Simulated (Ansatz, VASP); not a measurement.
## FeNi3: VASP beside Ansatz

```xyz
4
Lattice="0.0000 2.7344 2.7344 2.7344 0.0000 2.7344 2.7344 2.7344 0.0000" Properties=species:S:1:pos:R:3 pbc="T T T"
Fe    0.0000    0.0000    0.0000
Ni    4.1016    4.1016    4.1016
Ni    1.3672    1.3672    1.3672
Ni    2.7344    2.7344    2.7344
```

Alike in both runs: task single point; functional LDA; k mesh 5 × 5 × 5; occupations methfessel-paxton of order 1, width 0.1 eV; collinear spin.

```csv
,VASP,Ansatz
version,VASP 6.6.1,Ansatz 0.2.0
potentials or method,"VASP PAW LDA potentials, release 64 (Fe, Ni)","plane waves, PAW"
plane-wave cutoff (eV),520,420
valence electrons in the cell,38,70
```

VASP gave:

```
pressure (GPa)                                                : 0.8
net moment per atom (μB)                                      : 0.94
size of the moment on the site where the two differ most (μB) : 0.49
```

Q: Which values does Ansatz return?

A: Pressure (GPa): 1.2; net moment per atom (μB): 0.95; size of the moment on the site where the two differ most (μB): 0.54.

LDA's correlation is that of Perdew and Zunger in VASP and of Perdew and Wang (1992) in Ansatz. Site moments also hang on the region over which each program counts them. VASP's potentials hold 38 valence electrons a cell and Ansatz's 70, so a difference there can come from the potentials and not from the codes. Ansatz's warnings: stability check not made.

The k mesh is coarse, so the values compare programs but aren't converged.
